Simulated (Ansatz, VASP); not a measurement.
## KBr: VASP beside Ansatz

```
K Br
1.0
     3.97626    0.00000    0.00000
     0.00000    3.97626    0.00000
     0.00000    0.00000    3.97626
K Br
1 1
Cartesian
  0.0000 0.0000 0.0000
  1.9881 1.9881 1.9881
```

Alike in both runs: task single point; functional HSE06; k mesh 4 × 4 × 4; no spin polarisation.

```csv
,VASP,Ansatz
version,VASP 6.6.1,Ansatz 0.2.0
potentials or method,"VASP PAW PBE potentials, release 64 (K_sv, Br)","plane waves, PAW"
plane-wave cutoff (eV),520,420
occupations,"gaussian, width 0.01 eV",fixed
valence electrons in the cell,16,16
```

|  | VASP | Ansatz | Ansatz less VASP |
| --- | --- | --- | --- |
| gap on the k mesh at the Fermi level (eV) | 5.19 | 5.19 | +0.003 |
| pressure (GPa) | 0.5 | 0.5 | -0.02 |

Ansatz's warnings: stress exchange threshold loose, stress scf threshold loose.
